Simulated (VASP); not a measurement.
Set up this calculation in VASP 6.6.1, as the native input.

```
Task                   : single point
Functional             : r2SCAN
Potentials or basis    : VASP PAW PBE potentials, release 64 (K_sv, Br)
Cutoff                 : 520 eV
k mesh                 : 4 × 4 × 4
Occupations            : gaussian, width 0.01 eV
Spin                   : no spin polarisation
Dipole correction      : no
Further INCAR settings : ALGO = Normal; EDIFF = 1e-06; NBANDS = 15
```

The system is KBr.

```xyz
2
Lattice="3.9763 0.0000 0.0000 0.0000 3.9763 0.0000 0.0000 0.0000 3.9763" Properties=species:S:1:pos:R:3 pbc="T T T"
K     0.0000    0.0000    0.0000
Br    1.9882    1.9882    1.9882
```

These files were run (other wordings do the same):

POSCAR

```
KBr
1.0
    3.9763218101      0.0000000000      0.0000000000
    0.0000000000      3.9763218101      0.0000000000
    0.0000000000      0.0000000000      3.9763218101
K Br
1 1
Direct
    0.0000000000      0.0000000000      0.0000000000
    0.5000000000      0.5000000000      0.5000000000
```

INCAR.step1

```
SYSTEM = KBr
PREC     = Accurate       ! precision mode
ENCUT    = 520            ! plane-wave cutoff, eV
ISMEAR   = 0              ! smearing method
SIGMA    = 0.01           ! smearing width, eV
LREAL    = .FALSE.        ! projectors in reciprocal space
LASPH    = .TRUE.         ! aspherical terms in the spheres
NELM     = 80             ! most SCF steps
NBANDS   = 15             ! bands
GGA      = PE             ! functional
ALGO     = Normal         ! electronic algorithm
EDIFF    = 1E-4           ! SCF threshold, eV
LWAVE    = .TRUE.         ! write WAVECAR
LCHARG   = .FALSE.        ! write CHGCAR
```

INCAR.step2

```
SYSTEM = KBr
PREC     = Accurate       ! precision mode
ENCUT    = 520            ! plane-wave cutoff, eV
EDIFF    = 1E-6           ! SCF threshold, eV
ISMEAR   = 0              ! smearing method
SIGMA    = 0.01           ! smearing width, eV
LREAL    = .FALSE.        ! projectors in reciprocal space
LASPH    = .TRUE.         ! aspherical terms in the spheres
NELM     = 80             ! most SCF steps
ALGO     = Normal         ! electronic algorithm
ISIF     = 2              ! what is computed and relaxed
LWAVE    = .FALSE.        ! write WAVECAR
LCHARG   = .FALSE.        ! write CHGCAR
METAGGA  = R2SCAN         ! meta-GGA
LMIXTAU  = .TRUE.       
NBANDS   = 15             ! bands
ISTART   = 1
```

KPOINTS

```
Automatic mesh
0
G
  4 4 4
  0 0 0
```

Potentials or basis: VASP PAW PBE potentials, release 64 (K_sv, Br).

The run is started by

```sh
$ cat potpaw_PBE.64/K_sv/POTCAR potpaw_PBE.64/Br/POTCAR > POTCAR
$ cp INCAR.step1 INCAR
$ mpirun -np 1 vasp_std > vasp.out
$ cp INCAR.step2 INCAR
$ mpirun -np 1 vasp_std > vasp.out
```

Results of the run:

The pressure is 0.0 GPa. The band gap on the k mesh is 4.77 eV, indirect (least direct gap 5.05 eV).

Caveat: the PAW data sets were made with another functional, which shifts forces and pressure a little.

Wall time 22 s on 1 thread of Intel(R) Xeon(R) 6975P-C (Granite Rapids) (shared host), peak memory 0.17 GiB.
